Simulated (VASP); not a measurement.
HC18O: single point with PBE

HC18O, a slab with vacuum:

```
CELL_PARAMETERS angstrom
7.39800 0.00000 0.00000
-3.69900 6.40686 0.00000
0.00000 0.00000 11.00000
ATOMIC_POSITIONS crystal
C 0.97867 0.98901 0.08431
C 0.19866 0.10080 0.09230
C 0.97781 0.32184 0.07916
C 0.19979 0.43268 0.07923
C 0.97825 0.65533 0.08386
C 0.19851 0.76366 0.09120
C 0.30972 0.98725 0.13005
C 0.53519 0.10060 0.09383
C 0.31070 0.32078 0.08453
C 0.53373 0.43362 0.08629
C 0.31061 0.65546 0.08361
C 0.53374 0.76607 0.08571
C 0.64401 0.98914 0.08491
C 0.86677 0.09991 0.07977
C 0.64385 0.32087 0.08540
C 0.86650 0.43270 0.07978
C 0.64453 0.65520 0.08527
C 0.86609 0.76601 0.08577
O 0.29606 0.98728 0.26696
H 0.34938 0.89994 0.29896
```

```json
{
 "Program": "VASP 6.6.1",
 "Task": "single point",
 "Functional": "PBE",
 "Potentials or basis": "VASP PAW PBE potentials, release 64 (C, O, H)",
 "Cutoff": "520 eV",
 "k mesh": "2 × 2 × 1",
 "Occupations": "gaussian, width 0.02 eV",
 "Spin": "collinear spin, zero start",
 "Starting moments": "[0.0, 0.0, 0.0, 0.0, 0.0, 0.0, 0.0, 0.0, 0.0, 0.0, 0.0, 0.0, 0.0, 0.0, 0.0, 0.0, 0.0, 0.0, 0.0, 0.0] μB",
 "Dipole correction": "no",
 "Further INCAR settings": "LREAL = Auto; ALGO = Normal; EDIFF = 1e-06; NBANDS = 60"
}
```

| Property | Result |
| --- | --- |
| Largest force | 0.186 eV/Å |
| Net moment | 0.00 μB per cell |
| Valence electrons inside the program's atomic spheres | C 2.64, 2.63, 2.66, 2.51, 2.65 (each value once); O 5.10; H 0.74 |

Forces on the atoms (eV/Å):
```
C   -0.001 -0.011  0.000
C    0.006 -0.023  0.021
C   -0.001 -0.012 -0.012
C    0.005 -0.014 -0.013
C   -0.006 -0.001 -0.002
C   -0.015  0.008  0.003
C   -0.012 -0.002  0.003
C   -0.013 -0.015  0.018
C   -0.005 -0.006  0.009
C    0.001 -0.012  0.006
C   -0.003 -0.009 -0.003
C   -0.002 -0.013  0.005
C    0.000 -0.012  0.006
C    0.005 -0.019 -0.007
C   -0.005 -0.004  0.003
C   -0.005 -0.006 -0.008
C    0.000 -0.009  0.010
C    0.001  0.001  0.012
O   -0.024  0.183 -0.021
H    0.073 -0.025 -0.028
```

Levels at points of the mesh, in eV from the Fermi level:
Spin up:
```
           k point  band 36  band 37  band 38  band 39  band 40  band 41  band 42  band 43  band 44  band 45
(0.00, 0.00, 0.00)    -2.57    -2.08    -1.78     0.35     0.48     0.52     2.09     3.58     4.81     5.14
(0.50, 0.00, 0.00)    -2.26    -2.15    -2.06    -1.66    -0.09     2.25     2.83     2.92     3.02     4.29
(0.00, 0.50, 0.00)    -2.24    -2.16    -2.06    -1.66    -0.09     2.24     2.83     2.91     3.04     4.29
(0.50, 0.50, 0.00)    -2.20    -2.19    -1.97    -1.73    -0.10     2.23     2.82     2.91     3.07     4.22
```
Spin down:
| k point | band 38 | band 39 | band 40 | band 41 | band 42 | band 43 |
| --- | --- | --- | --- | --- | --- | --- |
| (0.00, 0.00, 0.00) | -1.78 | 0.35 | 0.48 | 0.52 | 2.09 | 3.58 |
| (0.50, 0.00, 0.00) | -2.06 | -1.66 | -0.09 | 2.25 | 2.83 | 2.92 |
| (0.00, 0.50, 0.00) | -2.06 | -1.66 | -0.09 | 2.24 | 2.83 | 2.91 |
| (0.50, 0.50, 0.00) | -1.97 | -1.73 | -0.10 | 2.23 | 2.82 | 2.91 |

Run time: 6.3 min on 1 thread of Intel(R) Xeon(R) 6975P-C (Granite Rapids), with other jobs on the host, peak memory 0.8 GiB.

Caveat: the k points lie up to 0.49 Å⁻¹ apart.
